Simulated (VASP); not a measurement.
# CsI (Pm-3m) in VASP: a series of runs

The runs below take CsI through single point, with PBE.

Program: VASP 6.6.1. These are calculated values, not measurements. Logs are shortened: lines on timing, memory, paths and dates and some standing lists are left out, and cuts for length are marked.

## (1) The cell of the first run

It takes space group Pm-3m (No. 221, cubic). Conventional cell: a = 4.419 Å, b = 4.419 Å, c = 4.419 Å, α = 90.00°, β = 90.00°, γ = 90.00°. Within 5.0 Å of Cs (site symmetry m-3m) lie 8 I at 3.83 Å and 6 Cs at 4.42 Å. Within 5.0 Å of I (site symmetry m-3m) lie 8 Cs at 3.83 Å and 6 I at 4.42 Å.

## (2) Single point, PBE

Contents of INCAR:

```
  PREC = Accurate
  ENCUT = 500
  EDIFF = 1E-6
  ISMEAR = -1
  SIGMA = 0.03
  LREAL = False
  LASPH = True
  NELM = 120
  ALGO = Normal
  ISIF = 2
  LWAVE = False
  LCHARG = True
  GGA = PE
  LELF = True
  LVHAR = True
  NBANDS = 15
  GGA_COMPAT = False
```

Contents of KPOINTS:

```
regular mesh
0
Gamma
  6 6 6
```

Contents of POSCAR:

```
CsI
1.0
    4.4192071473      0.0000000000      0.0000000000
    0.0000000000      4.4192071473      0.0000000000
    0.0000000000      0.0000000000      4.4192071473
Cs I
1 1
Direct
    0.0000000000      0.0000000000      0.0000000000
    0.5000000000      0.5000000000      0.5000000000
```

Potentials or basis: VASP PAW PBE potentials, release 64 (Cs_sv, I).

Run with:

```console
$ cat potpaw_PBE.64/Cs_sv/POTCAR potpaw_PBE.64/I/POTCAR > POTCAR
$ mpirun -np 1 vasp_std > vasp.out
```

OUTCAR:

```text
PREC = Accurate
   ENCUT = 500
   EDIFF = 1E-6
   ISMEAR = -1
   LREAL = False
   LASPH = True
   NELM = 120
   ISIF = 2
   GGA = PE

 ion  position               nearest neighbor table
   1  0.000  0.000  0.000-
   2  0.500  0.500  0.500-

  LATTYP: Found a simple cubic cell.
 ALAT       =     4.4192071473

  Lattice vectors:

 A1 = (   4.4192071473,   0.0000000000,   0.0000000000)
 A2 = (   0.0000000000,   4.4192071473,   0.0000000000)
 A3 = (   0.0000000000,   0.0000000000,   4.4192071473)

Analysis of symmetry for initial positions (statically):
=====================================================================
 Subroutine PRICEL returns:
 Original cell was already a primitive cell.

 Routine SETGRP: Setting up the symmetry group for a
 simple cubic supercell.

 Subroutine GETGRP returns: Found 48 space group operations
 (whereof 48 operations were pure point group operations)
 out of a pool of 48 trial point group operations.

The static configuration has the point symmetry O_h .

Analysis of symmetry for dynamics (positions and initial velocities):
=====================================================================
 Subroutine PRICEL returns:
 Original cell was already a primitive cell.

 Routine SETGRP: Setting up the symmetry group for a
 simple cubic supercell.

 Subroutine GETGRP returns: Found 48 space group operations
 (whereof 48 operations were pure point group operations)
 out of a pool of 48 trial point group operations.

The dynamic configuration has the point symmetry O_h .

 Subroutine INISYM returns: Found 48 space group operations
 (whereof 48 operations are pure point group operations),
 and found     1 'primitive' translations

----------------------------------------------------------------------------------------

                                     Primitive cell

  volume of cell :      86.3044

  direct lattice vectors                    reciprocal lattice vectors
     4.419207147  0.000000000  0.000000000     0.226284935  0.000000000  0.000000000
     0.000000000  4.419207147  0.000000000     0.000000000  0.226284935  0.000000000
     0.000000000  0.000000000  4.419207147     0.000000000  0.000000000  0.226284935

  length of vectors
     4.419207147  4.419207147  4.419207147     0.226284935  0.226284935  0.226284935

  position of ions in fractional coordinates (direct lattice)
     0.000000000  0.000000000  0.000000000
     0.500000000  0.500000000  0.500000000

  ion indices of the primitive-cell ions
   primitive index   ion index
                 1           1
                 2           2

----------------------------------------------------------------------------------------

 KPOINTS: regular mesh

Automatic generation of k-mesh.
 Grid dimensions read from file:
 generate k-points for:    6    6    6

 Generating k-lattice:

  Cartesian coordinates                     Fractional coordinates (reciprocal lattice)
     0.037714156  0.000000000  0.000000000     0.166666667  0.000000000  0.000000000
     0.000000000  0.037714156  0.000000000     0.000000000  0.166666667  0.000000000
     0.000000000  0.000000000  0.037714156     0.000000000  0.000000000  0.166666667

  Length of vectors
     0.037714156  0.037714156  0.037714156

  Shift w.r.t. Gamma in fractional coordinates (k-lattice)
     0.000000000  0.000000000  0.000000000

 Subroutine IBZKPT returns following result:
 ===========================================

 Found     20 irreducible k-points:

 Following reciprocal coordinates:
            Coordinates               Weight
  0.000000  0.000000  0.000000      1.000000
  0.166667  0.000000  0.000000      6.000000
  0.333333  0.000000  0.000000      6.000000
  0.500000  0.000000  0.000000      3.000000
  0.166667  0.166667  0.000000     12.000000
  0.333333  0.166667  0.000000     24.000000
[... 12 lines left out ...]
  0.500000  0.500000  0.333333      6.000000
  0.500000  0.500000  0.500000      1.000000
   k-points           NKPTS =     20   k-points in BZ     NKDIM =     20   number of bands    NBANDS=     15
   number of dos      NEDOS =    301   number of ions     NIONS =      2
   total plane-waves  NPLWV =  32768
   dimension x,y,z NGX =    32 NGY =   32 NGZ =   32
   dimension x,y,z NGXF=    64 NGYF=   64 NGZF=   64
   ions per type =               1   1
   NGX,Y,Z   is equivalent  to a cutoff of  12.04, 12.04, 12.04 a.u.
   NGXF,Y,Z  is equivalent  to a cutoff of  24.08, 24.08, 24.08 a.u.
 SYSTEM =  unknown system
   PREC   = accura    normal or accurate (medium, high low for compatibility)
   ISTART =      0    job   : 0-new  1-cont  2-samecut
   ICHARG =      2    charge: 1-file 2-atom 10-const
   ISPIN  =      1    spin polarized calculation?
   LNONCOLLINEAR =      F non collinear calculations
   LSORBIT =      F    spin-orbit coupling
   LASPH  =      T    aspherical Exc in radial PAW
   ENCUT  =  500.0 eV  36.75 Ry    6.06 a.u.   8.06  8.06  8.06*2*pi/ulx,y,z
   NELM   =    120;   NELMIN=  2; NELMDL= -5     # of ELM steps
   EDIFF  = 0.1E-05   stopping-criterion for ELM
   LREAL  =      F    real-space projection
   EDIFFG = 0.1E-04   stopping-criterion for IOM
   NSW    =      0    number of steps for IOM
   IBRION =     -1    ionic relax: 0-MD 1-quasi-New 2-CG
   NFREE  =      0    steps in history (QN), initial steepest desc. (CG)
   ISIF   =      2    stress and relaxation
   ISYM   =      2    0-nonsym 1-usesym 2-fastsym
   POTIM  = 0.5000    time-step for ionic-motion
   TEBEG  =    0.0;   TEEND  =   0.0 temperature during run
   PSTRESS=    0.0 pullay stress
   NELECT =      16.0000    total number of electrons
   NUPDOWN=      -1.0000    fix difference up-down
   EMIN   =  10.00;   EMAX   =-10.00  energy-range for DOS
   EFERMI =   0.00;   METHOD = LEGACY
   ISMEAR =    -1;   SIGMA  =   0.03  broadening in eV -4-tet -1-fermi 0-gaus
   EFERMI_NEDOS =   21; number of points for ismear=-14 and -15
   IALGO  =     38    algorithm
   IMIX   =      4    mixing-type and parameters
     AMIX     =   0.40;   BMIX     =  1.00
     AMIX_MAG =   1.60;   BMIX_MAG =  1.00
  volume/ion in A,a.u.               =      43.15       291.21
  Fermi-wavevector in a.u.,A,eV,Ry     =   0.933477  1.764016 11.855845  0.871380
  Thomas-Fermi vector in A             =   2.060183
   LORBIT       =      0    0 simple, 1 ext, 2 COOP (PROOUT), +10 PAW based schemes
   GGA     = PE    functional components
   LHFCALC =     F    Hartree Fock is set to
   AEXX    =    0.0000 exact exchange contribution
   IVDW    =     0    specifies the selected vdW correction
   LEPSILON=     F    determine dielectric tensor
   LRPA    =     F    only Hartree local field effects (RPA)
 non-spin polarized calculation
  energy-cutoff  :      500.00
  volume of cell :       86.30
 maximum number of plane-waves:      2272
   NGX = 17   NGY = 17   NGZ = 17

 number of electron      15.9999992 magnetization

 Free energy of the ion-electron system (eV)
  ---------------------------------------------------
  ext. energy  EPLUGINS =         0.00000000
  ---------------------------------------------------
  free energy    TOTEN  =        -5.33938372 eV

  energy without entropy =       -5.33938372  energy(sigma->0) =       -5.33938372

 E-fermi :   2.0397     XC(G=0):  -8.1983

 val. band max:        1.4378791434   @ k =   0.5000   0.5000   0.0000
 cond. band min:       5.4465417216   @ k =   0.0000   0.0000   0.0000
 fundamental gap:      4.0086625782
 Fermi energy:         2.0397092787

 k-point     1 :       0.0000    0.0000    0.0000
  band No.  band energies     occupation
      1     -18.8485      2.00000
      2      -9.3847      2.00000
      3      -5.5340      2.00000
      4      -5.5340      2.00000
      5      -5.5340      2.00000
      6       1.3723      2.00000
      7       1.3723      2.00000
      8       1.3723      2.00000
      9       5.4465      0.00000
     10       5.4465      0.00000
     11       5.6712      0.00000
     12       9.4039      0.00000
     13       9.4039      0.00000
     14       9.4039      0.00000
     15      11.9332      0.00000

 k-point     2 :       0.1667    0.0000    0.0000
  band No.  band energies     occupation
      1     -18.8389      2.00000
      2      -9.3943      2.00000
      3      -5.5782      2.00000
      4      -5.5109      2.00000
      5      -5.5109      2.00000
      6       0.8098      2.00000
      7       1.3143      2.00000
      8       1.3143      2.00000
      9       5.6277      0.00000
     10       6.0460      0.00000
     11       6.4253      0.00000
     12       9.3232      0.00000
     13       9.3232      0.00000
     14       9.5434      0.00000
     15      10.5967      0.00000

 k-point     3 :       0.3333    0.0000    0.0000
  band No.  band energies     occupation
      1     -18.8194      2.00000
      2      -9.4177      2.00000
      3      -5.6444      2.00000
      4      -5.4634      2.00000
      5      -5.4634      2.00000
      6      -0.0267      2.00000
      7       1.1946      2.00000
      8       1.1946      2.00000
      9       6.1314      0.00000
     10       7.4042      0.00000
     11       7.8567      0.00000
     12       9.0070      0.00000
     13       9.3991      0.00000
     14       9.3991      0.00000
     15       9.8960      0.00000
[... 271 lines left out ...]
 k-point    19 :       0.5000    0.5000    0.3333
  band No.  band energies     occupation
      1     -18.7520      2.00000
      2      -9.0651      2.00000
      3      -5.9053      2.00000
      4      -5.9053      2.00000
      5      -5.7484      2.00000
      6       0.0215      2.00000
      7       0.0215      2.00000
      8       0.1774      2.00000
      9       7.7460      0.00000
     10       8.3464      0.00000
     11       8.3464      0.00000
     12       8.9230      0.00000
     13      10.5660      0.00000
     14      10.5660      0.00000
     15      11.6964      0.00000

 k-point    20 :       0.5000    0.5000    0.5000
  band No.  band energies     occupation
      1     -18.7441      2.00000
      2      -9.0278      2.00000
      3      -5.8603      2.00000
      4      -5.8603      2.00000
      5      -5.8603      2.00000
      6      -0.1351      2.00000
      7      -0.1351      2.00000
      8      -0.1351      2.00000
      9       8.9475      0.00000
     10       8.9475      0.00000
     11       8.9475      0.00000
     12       9.7805      0.00000
     13       9.7805      0.00000
     14       9.7805      0.00000
     15      11.7482      0.00000

------------------------ aborting loop because EDIFF is reached ----------------------------------------

  FORCE on cell =-STRESS in cart. coord.  units (eV):
  Direction    XX          YY          ZZ          XY          YZ          ZX
  --------------------------------------------------------------------------------------
  -------------------------------------------------------------------------------------
  Total        1.3538718      1.3538718      1.3538718     -0.0000000     -0.0000000      0.0000000
  in kB       25.1336206     25.1336206     25.1336206     -0.0000000     -0.0000000      0.0000000
  external PRESSURE =      25.1336206 kB  Pullay stress =       0.0000000 kB

 VOLUME and BASIS-vectors are now :
 -----------------------------------------------------------------------------
  energy-cutoff  :      500.00
  volume of cell :       86.30
      direct lattice vectors                 reciprocal lattice vectors
     4.419207147  0.000000000  0.000000000     0.226284935  0.000000000  0.000000000
     0.000000000  4.419207147  0.000000000     0.000000000  0.226284935  0.000000000
     0.000000000  0.000000000  4.419207147     0.000000000  0.000000000  0.226284935

 POSITION                                       TOTAL-FORCE (eV/Angst)
 -----------------------------------------------------------------------------------
      0.00000      0.00000      0.00000         0.000000      0.000000      0.000000
      2.20960      2.20960      2.20960         0.000000      0.000000      0.000000
 -----------------------------------------------------------------------------------
    total drift:                                0.000000      0.000000     -0.000000

  FREE ENERGIE OF THE ION-ELECTRON SYSTEM (eV)
  ---------------------------------------------------
  free  energy   TOTEN  =        -5.3393837166 eV

  energy  without entropy=       -5.3393837166  energy(sigma->0) =       -5.33938372
```

Run time: 6.6 s. Hardware: 1 thread of Intel Xeon 6975P-C (Granite Rapids), shared host; peak memory 0.18 GiB.

What came out:

* Free energy: -5.3394 eV
* Pressure: 2.5 GPa
* Band gap on the k mesh: 4.01 eV, indirect (least direct gap 4.07 eV)

Caveat: spin-orbit coupling is left out, which moves the levels of the heavy elements. A k mesh can miss the band edges.

## (3) Single point, PBE

Contents of INCAR:

```
SYSTEM = CsI
  PREC = Accurate
  ENCUT = 500
  EDIFF = 1E-6
  ISMEAR = -1
  SIGMA = 0.03
  LREAL = .False.
  LASPH = .True.
  NELM = 120
  ALGO = Normal
  ISIF = 2
  LWAVE = .False.
  LCHARG = .False.
  GGA = PE
  NBANDS = 15
  GGA_COMPAT = .False.
```

Contents of KPOINTS:

```
Automatic mesh
0
Gamma
  6 6 6
  0 0 0
```

POSCAR is that of step 2.

Potentials or basis: VASP PAW PBE potentials, release 64 (Cs_sv, I).

Run with:

```console
$ cat potpaw_PBE.64/Cs_sv/POTCAR potpaw_PBE.64/I/POTCAR > POTCAR
$ mpirun -np 1 vasp_std > vasp.out
```

OUTCAR:

```text
SYSTEM = CsI
   PREC = Accurate
   ENCUT = 500
   EDIFF = 1E-6
   ISMEAR = -1
   LREAL = .False.
   LASPH = .True.
   NELM = 120
   ISIF = 2
   GGA = PE

 ion  position               nearest neighbor table
   1  0.000  0.000  0.000-
   2  0.500  0.500  0.500-

  LATTYP: Found a simple cubic cell.
 ALAT       =     4.4192071473

  Lattice vectors:

[... 535 lines left out ...]
     13       9.7805      0.00000
     14       9.7805      0.00000
     15      11.7482      0.00000

------------------------ aborting loop because EDIFF is reached ----------------------------------------

  FORCE on cell =-STRESS in cart. coord.  units (eV):
  Direction    XX          YY          ZZ          XY          YZ          ZX
  --------------------------------------------------------------------------------------
  -------------------------------------------------------------------------------------
  Total        1.3538718      1.3538718      1.3538718     -0.0000000     -0.0000000      0.0000000
  in kB       25.1336206     25.1336206     25.1336206     -0.0000000     -0.0000000      0.0000000
  external PRESSURE =      25.1336206 kB  Pullay stress =       0.0000000 kB

 VOLUME and BASIS-vectors are now :
 -----------------------------------------------------------------------------
  energy-cutoff  :      500.00
  volume of cell :       86.30
      direct lattice vectors                 reciprocal lattice vectors
     4.419207147  0.000000000  0.000000000     0.226284935  0.000000000  0.000000000
     0.000000000  4.419207147  0.000000000     0.000000000  0.226284935  0.000000000
     0.000000000  0.000000000  4.419207147     0.000000000  0.000000000  0.226284935

 POSITION                                       TOTAL-FORCE (eV/Angst)
 -----------------------------------------------------------------------------------
      0.00000      0.00000      0.00000         0.000000      0.000000      0.000000
      2.20960      2.20960      2.20960         0.000000      0.000000      0.000000
 -----------------------------------------------------------------------------------
    total drift:                                0.000000      0.000000     -0.000000

  FREE ENERGIE OF THE ION-ELECTRON SYSTEM (eV)
  ---------------------------------------------------
  free  energy   TOTEN  =        -5.3393837166 eV

  energy  without entropy=       -5.3393837166  energy(sigma->0) =       -5.33938372
```

OSZICAR:

```text
N       E                     dE             d eps       ncg     rms          rms(c)
DAV:   1     0.811712441575E+02    0.81171E+02   -0.61554E+03   600   0.869E+02
DAV:   2     0.720851339256E+00   -0.80450E+02   -0.74430E+02   874   0.142E+02
DAV:   3    -0.538982882355E+01   -0.61107E+01   -0.60897E+01   768   0.431E+01
DAV:   4    -0.546245698274E+01   -0.72628E-01   -0.72623E-01   834   0.573E+00
DAV:   5    -0.546307707635E+01   -0.62009E-03   -0.62008E-03   768   0.493E-01    0.169E+00
DAV:   6    -0.535686162927E+01    0.10622E+00   -0.84057E-02   754   0.154E+00    0.120E+00
DAV:   7    -0.533619971988E+01    0.20662E-01   -0.91462E-02   747   0.153E+00    0.598E-01
DAV:   8    -0.533950641924E+01   -0.33067E-02   -0.11477E-02   656   0.580E-01    0.104E-01
DAV:   9    -0.533933281754E+01    0.17360E-03   -0.33592E-04   838   0.117E-01    0.665E-02
DAV:  10    -0.533939312258E+01   -0.60305E-04   -0.28199E-04   677   0.814E-02    0.450E-02
DAV:  11    -0.533938324009E+01    0.98825E-05   -0.45456E-05   726   0.326E-02    0.856E-03
DAV:  12    -0.533938371664E+01   -0.47654E-06   -0.43077E-06   704   0.128E-02
   1 F= -.53393837E+01 E0= -.53393837E+01  d E =-.550878E-10
```

Wall time 6.6 s (1 thread of Intel Xeon 6975P-C (Granite Rapids), shared host); peak memory 0.18 GiB.

What came out:

```yaml
Free_energy: -5.3394 eV
Pressure: 2.5 GPa
Band_gap_on_the_k_mesh: 4.01 eV, indirect (least direct gap 4.07 eV)
```

Caveat: spin-orbit coupling is left out, which moves the levels of the heavy elements.

## (4) Single point, PBE

This run uses another cell than the first one, of 50.77 Å³/atom, 1.176 times its volume.

Contents of INCAR:

```
PREC = Accurate ; ENCUT = 500
EDIFF = 1E-6 ; ISMEAR = -1
SIGMA = 0.03 ; LREAL = F
LASPH = T ; NELM = 120
ALGO = Normal ; ISIF = 2
LWAVE = F ; LCHARG = F
GGA = PE ; NBANDS = 15
GGA_COMPAT = F
```

Contents of KPOINTS:

```
regular mesh
0
Gamma
  6 6 6
```

Contents of POSCAR:

```
CsI
1.0
    4.6652120000      0.0000000000      0.0000000000
    0.0000000000      4.6652120000      0.0000000000
    0.0000000000      0.0000000000      4.6652120000
Cs I
1 1
Direct
    0.0000000000      0.0000000000      0.0000000000
    0.5000000000      0.5000000000      0.5000000000
```

Run with:

```console
$ cat potpaw_PBE.64/Cs_sv/POTCAR potpaw_PBE.64/I/POTCAR > POTCAR
$ mpirun -np 1 vasp_std > vasp.out
```

It took 9.3 s on 1 thread of Intel Xeon 6975P-C (Granite Rapids), shared host; peak memory 0.21 GiB.

Results (log left out):

| Item | Value |
| --- | --- |
| Free energy | -5.4428 eV |
| Pressure | 0.0 GPa |
| Band gap on the k mesh | 3.68 eV, indirect (least direct gap 3.77 eV) |

Levels at points of the mesh, in eV from the valence-band top:
| k point | band 6 | band 7 | band 8 | band 9 | band 10 | band 11 |
| --- | --- | --- | --- | --- | --- | --- |
| (0.00, 0.00, 0.00) | -0.10 | -0.10 | -0.10 | 3.68 | 4.27 | 4.27 |
| (0.50, 0.00, 0.00) | -1.41 | -0.21 | -0.21 | 5.21 | 6.22 | 6.44 |
| (0.50, 0.50, 0.00) | -0.81 | -0.81 | 0.00 | 4.25 | 4.89 | 6.08 |
| (0.50, 0.50, 0.50) | -1.16 | -1.16 | -1.16 | 6.98 | 6.98 | 6.98 |

Caveat: spin-orbit coupling is left out, which moves the levels of the heavy elements.
